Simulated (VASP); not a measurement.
Input of a VASP 6.6.1 run:

INCAR

```
PREC = Accurate
ENCUT = 520
EDIFF = 1E-6
ISMEAR = -1
SIGMA = 0.05
LREAL = F
LASPH = T
NELM = 100
ALGO = Normal
ISIF = 2
LWAVE = F
LCHARG = T
GGA = PS
LELF = T
LVHAR = T
NBANDS = 16
```

The input KPOINTS:

```
Automatic mesh
0
Gamma
  11 11 6
```

POSCAR

```
Ir
1.0
    2.7141925539      0.0000000000      0.0000000000
   -1.3570962769      2.3505597024      0.0000000000
    0.0000000000      0.0000000000      4.4019813909
Ir
2
Direct
    0.3333333333      0.6666666667      0.2500000000
    0.6666666667      0.3333333333      0.7500000000
```

Potentials or basis: VASP PAW PBE potentials, release 64 (Ir).

Launch:

```sh
$ cat potpaw_PBE.64/Ir/POTCAR > POTCAR
$ mpirun -np 1 vasp_std > vasp.out
```

Question: What does it give for the band gap on the k mesh?

Answer: Zero (band 9 reaches 11.49 eV, above the bottom of band 10 at 8.18 eV).

Question: What does it give for the pressure?

Answer: 3.2 GPa.

Stress tensor (GPa, compression positive):
```
3.20 0.00 0.00
0.00 3.20 0.00
0.00 0.00 3.11
```

Caveat: the PAW data sets were made with another functional, which shifts forces and pressure a little; spin-orbit coupling is left out, which moves the levels of the heavy elements.
